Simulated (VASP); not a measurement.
# LiCl (P6_3mc) in VASP: further runs

Runs on LiCl. Level: PBE. Tasks: single point.

Program: VASP 6.6.1. These are calculated values, not measurements. Logs are shortened: lines on timing, memory, paths and dates and some standing lists are left out, and cuts for length are marked.

## 1. The cell of the first run

Symmetry: P6_3mc, No. 186, hexagonal system. The conventional cell has a = 3.759 Å, b = 3.759 Å, c = 6.011 Å, α = 90.00°, β = 90.00°, γ = 120.00°. Li (site symmetry 3m) has 4 Cl at 2.29 Å within 3.0 Å. Within 3.0 Å of Cl (site symmetry 3m) lie 4 Li at 2.29 Å.

## 2. Single point, PBE (18.39 Å³/atom)

Contents of INCAR:

```
PREC = Accurate ; ENCUT = 520
EDIFF = 1E-7 ; ISMEAR = 0
SIGMA = 0.01 ; LREAL = False
LASPH = True ; NELM = 100
ALGO = Normal ; ISIF = 2
LWAVE = False ; LCHARG = False
GGA = PE ; NBANDS = 18
```

Contents of KPOINTS:

```
Automatic mesh
0
Gamma
  6 6 2
```

Contents of POSCAR:

```
LiCl
1.0
    3.7593650151      0.0000000000      0.0000000000
   -1.8796825075      3.2557056051      0.0000000000
    0.0000000000      0.0000000000      6.0110185438
Li Cl
2 2
Direct
    0.6666666667      0.3333333333      0.8780761540
    0.3333333333      0.6666666667      0.3780761540
    0.6666666667      0.3333333333      0.4969248460
    0.3333333333      0.6666666667      0.9969248460
```

Potentials or basis: VASP PAW PBE potentials, release 64 (Li_sv, Cl).

The run is started by

```sh
$ cat potpaw_PBE.64/Li_sv/POTCAR potpaw_PBE.64/Cl/POTCAR > POTCAR
$ mpirun -np 1 vasp_std > vasp.out
```

OUTCAR:

```text
PREC = Accurate
   ENCUT = 520
   EDIFF = 1E-7
   ISMEAR = 0
   LREAL = False
   LASPH = True
   NELM = 100
   ISIF = 2
   GGA = PE

 ion  position               nearest neighbor table
   1  0.667  0.333  0.878-   4 2.29   4 2.29   4 2.29   3 2.29
   2  0.333  0.667  0.378-   3 2.29   3 2.29   3 2.29   4 2.29
   3  0.667  0.333  0.497-   2 2.29   2 2.29   2 2.29   1 2.29
   4  0.333  0.667  0.997-   1 2.29   1 2.29   1 2.29   2 2.29

  LATTYP: Found a hexagonal cell.
 ALAT       =     3.7593650151
 C/A-ratio  =     1.5989451728

  Lattice vectors:

 A1 = (   3.7593650151,   0.0000000000,   0.0000000000)
 A2 = (  -1.8796825075,   3.2557056051,   0.0000000000)
 A3 = (   0.0000000000,   0.0000000000,   6.0110185438)

Analysis of symmetry for initial positions (statically):
=====================================================================
 Subroutine PRICEL returns:
 Original cell was already a primitive cell.

 Routine SETGRP: Setting up the symmetry group for a
 hexagonal supercell.

 Subroutine GETGRP returns: Found 12 space group operations
 (whereof  6 operations were pure point group operations)
 out of a pool of 24 trial point group operations.

The static configuration has the point symmetry C_3v.
 The point group associated with its full space group is C_6v.

Analysis of symmetry for dynamics (positions and initial velocities):
=====================================================================
 Subroutine PRICEL returns:
 Original cell was already a primitive cell.

 Routine SETGRP: Setting up the symmetry group for a
 hexagonal supercell.

 Subroutine GETGRP returns: Found 12 space group operations
 (whereof  6 operations were pure point group operations)
 out of a pool of 24 trial point group operations.

The dynamic configuration has the point symmetry C_3v.
 The point group associated with its full space group is C_6v.

 Subroutine INISYM returns: Found 12 space group operations
 (whereof  6 operations are pure point group operations),
 and found     1 'primitive' translations

----------------------------------------------------------------------------------------

                                     Primitive cell

  volume of cell :      73.5712

  direct lattice vectors                    reciprocal lattice vectors
     3.759365015  0.000000000  0.000000000     0.266002369  0.153576539  0.000000000
    -1.879682508  3.255705605  0.000000000     0.000000000  0.307153079  0.000000000
     0.000000000  0.000000000  6.011018544     0.000000000  0.000000000  0.166361157

  length of vectors
     3.759365015  3.759365015  6.011018544     0.307153079  0.307153079  0.166361157

  position of ions in fractional coordinates (direct lattice)
     0.666666667  0.333333333  0.878076154
     0.333333333  0.666666667  0.378076154
     0.666666667  0.333333333  0.496924846
     0.333333333  0.666666667  0.996924846

  ion indices of the primitive-cell ions
   primitive index   ion index
                 1           1
                 2           2
                 3           3
                 4           4

----------------------------------------------------------------------------------------

 KPOINTS: Automatic mesh

Automatic generation of k-mesh.
 Grid dimensions read from file:
 generate k-points for:    6    6    2

 Generating k-lattice:

  Cartesian coordinates                     Fractional coordinates (reciprocal lattice)
     0.044333728  0.025596090  0.000000000     0.166666667 -0.000000000  0.000000000
     0.000000000  0.051192180  0.000000000     0.000000000  0.166666667  0.000000000
     0.000000000  0.000000000  0.083180579     0.000000000  0.000000000  0.500000000

  Length of vectors
     0.051192180  0.051192180  0.083180579

  Shift w.r.t. Gamma in fractional coordinates (k-lattice)
     0.000000000  0.000000000  0.000000000

 Subroutine IBZKPT returns following result:
 ===========================================

 Found     14 irreducible k-points:

 Following reciprocal coordinates:
            Coordinates               Weight
  0.000000  0.000000  0.000000      1.000000
  0.166667 -0.000000  0.000000      6.000000
  0.333333  0.000000  0.000000      6.000000
  0.500000  0.000000  0.000000      3.000000
  0.166667  0.166667  0.000000      6.000000
  0.333333  0.166667  0.000000     12.000000
  0.333333  0.333333  0.000000      2.000000
  0.000000  0.000000  0.500000      1.000000
  0.166667 -0.000000  0.500000      6.000000
  0.333333  0.000000  0.500000      6.000000
  0.500000  0.000000  0.500000      3.000000
  0.166667  0.166667  0.500000      6.000000
  0.333333  0.166667  0.500000     12.000000
  0.333333  0.333333  0.500000      2.000000
   k-points           NKPTS =     14   k-points in BZ     NKDIM =     14   number of bands    NBANDS=     18
   number of dos      NEDOS =    301   number of ions     NIONS =      4
   total plane-waves  NPLWV =  37632
   dimension x,y,z NGX =    28 NGY =   28 NGZ =   48
   dimension x,y,z NGXF=    56 NGYF=   56 NGZF=   96
   ions per type =               2   2
   NGX,Y,Z   is equivalent  to a cutoff of  12.38, 12.38, 13.28 a.u.
   NGXF,Y,Z  is equivalent  to a cutoff of  24.76, 24.76, 26.55 a.u.
 SYSTEM =  unknown system
   PREC   = accura    normal or accurate (medium, high low for compatibility)
   ISTART =      0    job   : 0-new  1-cont  2-samecut
   ICHARG =      2    charge: 1-file 2-atom 10-const
   ISPIN  =      1    spin polarized calculation?
   LNONCOLLINEAR =      F non collinear calculations
   LSORBIT =      F    spin-orbit coupling
   LASPH  =      T    aspherical Exc in radial PAW
   ENCUT  =  520.0 eV  38.22 Ry    6.18 a.u.   6.99  6.99 11.18*2*pi/ulx,y,z
   NELM   =    100;   NELMIN=  2; NELMDL= -5     # of ELM steps
   EDIFF  = 0.1E-06   stopping-criterion for ELM
   LREAL  =      F    real-space projection
   EDIFFG = 0.1E-05   stopping-criterion for IOM
   NSW    =      0    number of steps for IOM
   IBRION =     -1    ionic relax: 0-MD 1-quasi-New 2-CG
   NFREE  =      0    steps in history (QN), initial steepest desc. (CG)
   ISIF   =      2    stress and relaxation
   ISYM   =      2    0-nonsym 1-usesym 2-fastsym
   POTIM  = 0.5000    time-step for ionic-motion
   TEBEG  =    0.0;   TEEND  =   0.0 temperature during run
   PSTRESS=    0.0 pullay stress
   NELECT =      20.0000    total number of electrons
   NUPDOWN=      -1.0000    fix difference up-down
   EMIN   =  10.00;   EMAX   =-10.00  energy-range for DOS
   EFERMI =   0.00;   METHOD = LEGACY
   ISMEAR =     0;   SIGMA  =   0.01  broadening in eV -4-tet -1-fermi 0-gaus
   EFERMI_NEDOS =   21; number of points for ismear=-14 and -15
   IALGO  =     38    algorithm
   IMIX   =      4    mixing-type and parameters
     AMIX     =   0.40;   BMIX     =  1.00
     AMIX_MAG =   1.60;   BMIX_MAG =  1.00
  volume/ion in A,a.u.               =      18.39       124.12
  Fermi-wavevector in a.u.,A,eV,Ry     =   1.060512  2.004077 15.302279  1.124686
  Thomas-Fermi vector in A             =   2.195896
   LORBIT       =      0    0 simple, 1 ext, 2 COOP (PROOUT), +10 PAW based schemes
   GGA     = PE    functional components
   LHFCALC =     F    Hartree Fock is set to
   AEXX    =    0.0000 exact exchange contribution
   IVDW    =     0    specifies the selected vdW correction
   LEPSILON=     F    determine dielectric tensor
   LRPA    =     F    only Hartree local field effects (RPA)
 non-spin polarized calculation
 Gauss-broadening in eV      SIGMA  =   0.01
  energy-cutoff  :      520.00
  volume of cell :       73.57
 maximum number of plane-waves:      1996
 NGX is ok and might be reduce to    28
   NGX = 13   NGY = 13   NGZ = 23

 number of electron      19.9999992 magnetization

 Free energy of the ion-electron system (eV)
  ---------------------------------------------------
  ext. energy  EPLUGINS =         0.00000000
  ---------------------------------------------------
  free energy    TOTEN  =       -14.74952085 eV

  energy without entropy =      -14.74952085  energy(sigma->0) =      -14.74952085

 E-fermi :  -0.3416     XC(G=0):  -8.1490

 val. band max:       -0.4291417695   @ k =   0.0000   0.0000   0.0000
 cond. band min:       5.9775091705   @ k =   0.0000   0.0000   0.0000
 fundamental gap:      6.4066509400
 Fermi energy:        -0.3415744581

 k-point     1 :       0.0000    0.0000    0.0000
  band No.  band energies     occupation
      1     -43.1229      2.00000
      2     -43.1202      2.00000
      3     -13.4924      2.00000
      4     -13.0742      2.00000
      5      -2.9149      2.00000
      6      -0.9243      2.00000
[... 10 lines left out ...]
     17      10.6879      0.00000
     18      11.3214      0.00000

 k-point     2 :       0.1667   -0.0000    0.0000
  band No.  band energies     occupation
      1     -43.1223      2.00000
      2     -43.1199      2.00000
      3     -13.4149      2.00000
      4     -13.0421      2.00000
      5      -2.7539      2.00000
      6      -1.3818      2.00000
[... 10 lines left out ...]
     17      10.9764      0.00000
     18      11.3130      0.00000

 k-point     3 :       0.3333    0.0000    0.0000
  band No.  band energies     occupation
      1     -43.1211      2.00000
      2     -43.1195      2.00000
      3     -13.2368      2.00000
      4     -12.9917      2.00000
      5      -2.4797      2.00000
      6      -2.0734      2.00000
[... 10 lines left out ...]
     17      11.7053      0.00000
     18      12.6408      0.00000

 k-point     4 :       0.5000    0.0000    0.0000
  band No.  band energies     occupation
      1     -43.1204      2.00000
      2     -43.1194      2.00000
      3     -13.1190      2.00000
      4     -12.9903      2.00000
      5      -2.7214      2.00000
      6      -2.0982      2.00000
[... 165 lines left out ...]
      4     -13.1487      2.00000
      5      -2.1472      2.00000
      6      -2.1472      2.00000
[... 10 lines left out ...]
     17      11.4770      0.00000
     18      11.4770      0.00000

 k-point    13 :       0.3333    0.1667    0.5000
  band No.  band energies     occupation
      1     -43.1199      2.00000
      2     -43.1199      2.00000
      3     -13.0563      2.00000
      4     -13.0563      2.00000
      5      -2.4771      2.00000
      6      -2.4771      2.00000
[... 10 lines left out ...]
     17      12.3254      0.00000
     18      12.3254      0.00000

 k-point    14 :       0.3333    0.3333    0.5000
  band No.  band energies     occupation
      1     -43.1197      2.00000
      2     -43.1197      2.00000
      3     -13.0246      2.00000
      4     -13.0246      2.00000
      5      -2.2307      2.00000
      6      -2.2307      2.00000
[... 10 lines left out ...]
     17      12.2086      0.00000
     18      12.2086      0.00000

------------------------ aborting loop because EDIFF is reached ----------------------------------------

  FORCE on cell =-STRESS in cart. coord.  units (eV):
  Direction    XX          YY          ZZ          XY          YZ          ZX
  --------------------------------------------------------------------------------------
  -------------------------------------------------------------------------------------
  Total        1.9131779      1.9131779      1.8892641      0.0000000      0.0000000      0.0000000
  in kB       41.6637398     41.6637398     41.1429634      0.0000000      0.0000000      0.0000000
  external PRESSURE =      41.4901476 kB  Pullay stress =       0.0000000 kB

 VOLUME and BASIS-vectors are now :
 -----------------------------------------------------------------------------
  energy-cutoff  :      520.00
  volume of cell :       73.57
      direct lattice vectors                 reciprocal lattice vectors
     3.759365015  0.000000000  0.000000000     0.266002369  0.153576539  0.000000000
    -1.879682508  3.255705605  0.000000000     0.000000000  0.307153079  0.000000000
     0.000000000  0.000000000  6.011018544     0.000000000  0.000000000  0.166361157

 POSITION                                       TOTAL-FORCE (eV/Angst)
 -----------------------------------------------------------------------------------
      1.87968      1.08524      5.27813        -0.000000      0.000000      0.006118
     -0.00000      2.17047      2.27262         0.000000     -0.000000      0.006118
      1.87968      1.08524      2.98702        -0.000000      0.000000     -0.006118
     -0.00000      2.17047      5.99253        -0.000000      0.000000     -0.006118
 -----------------------------------------------------------------------------------
    total drift:                                0.000000      0.000000     -0.001290

  FREE ENERGIE OF THE ION-ELECTRON SYSTEM (eV)
  ---------------------------------------------------
  free  energy   TOTEN  =       -14.7495208488 eV

  energy  without entropy=      -14.7495208488  energy(sigma->0) =      -14.74952085
```

Wall time 43 s (1 thread of AMD EPYC 7R13, shared host); peak memory 0.15 GiB.

What came out:

| Property | Result |
| --- | --- |
| Free energy | -14.7495 eV |
| Largest force | 0.006 eV/Å |
| Band gap on the k mesh | 6.41 eV |

Forces on the atoms (eV/Å):
```
Li   0.000  0.000  0.006
Li   0.000  0.000  0.006
Cl   0.000  0.000 -0.006
Cl   0.000  0.000 -0.006
```

Caveat: the k points lie up to 0.52 Å⁻¹ apart; the cutoff is under 1.25 times the usual one of these potentials, so pressure, stress and relaxed cells hold a basis-set (Pulay) error.

## 3. Single point, PBE (19.41 Å³/atom)

This run uses another cell than the first one, of 19.41 Å³/atom.

Contents of INCAR:

```
  ALGO = Normal
  EDIFF = 1E-6
  ENCUT = 520
  GGA = PE
  ISIF = 2
  ISMEAR = 0
  LASPH = T
  LCHARG = F
  LREAL = F
  LWAVE = F
  NBANDS = 18
  NELM = 60
  PREC = Accurate
  SIGMA = 0.01
```

Contents of KPOINTS:

```
k-points
0
Gamma
  6 6 2
```

Contents of POSCAR:

```
LiCl
1.0
    3.8277320405      0.0000000000      0.0000000000
   -1.9138660202      3.3149131859      0.0000000000
    0.0000000000      0.0000000000      6.1203336690
Li Cl
2 2
Direct
    0.6666666667      0.3333333333      0.8780761540
    0.3333333333      0.6666666667      0.3780761540
    0.6666666667      0.3333333333      0.4969248460
    0.3333333333      0.6666666667      0.9969248460
```

Potentials or basis: VASP PAW PBE potentials, release 64 (Li_sv, Cl).

The run is started by

```sh
$ cat potpaw_PBE.64/Li_sv/POTCAR potpaw_PBE.64/Cl/POTCAR > POTCAR
$ mpirun -np 1 vasp_std > vasp.out
```

It took 40 s on 1 thread of AMD EPYC 7R13, shared host; peak memory 0.15 GiB.

The run converged. Its results:

```yaml
Free_energy: -14.8313 eV
Largest_force: 0.003 eV/Å
Band_gap_on_the_k_mesh: 6.21 eV
```

Forces on the atoms (eV/Å):
```
Li   0.000  0.000  0.003
Li   0.000  0.000  0.003
Cl   0.000  0.000 -0.003
Cl   0.000  0.000 -0.003
```

Levels at points of the mesh, in eV from the valence-band top:
```tsv
k point	band 7	band 8	band 9	band 10	band 11	band 12	band 13	band 14
(0.00, 0.00, 0.00)	-0.45	-0.09	-0.09	0.00	6.21	8.40	10.02	10.02
(0.50, 0.00, 0.00)	-1.28	-1.03	-0.66	-0.39	7.90	8.03	9.32	10.37
(0.00, 0.00, 0.50)	-0.27	-0.27	-0.27	-0.27	7.53	7.53	10.24	10.24
(0.50, 0.00, 0.50)	-0.73	-0.73	-0.66	-0.66	7.43	7.43	10.02	10.02
```

Caveat: the k points lie up to 0.51 Å⁻¹ apart; the cutoff is under 1.25 times the usual one of these potentials, so pressure, stress and relaxed cells hold a basis-set (Pulay) error.

(Continued in part 2 of 2.)
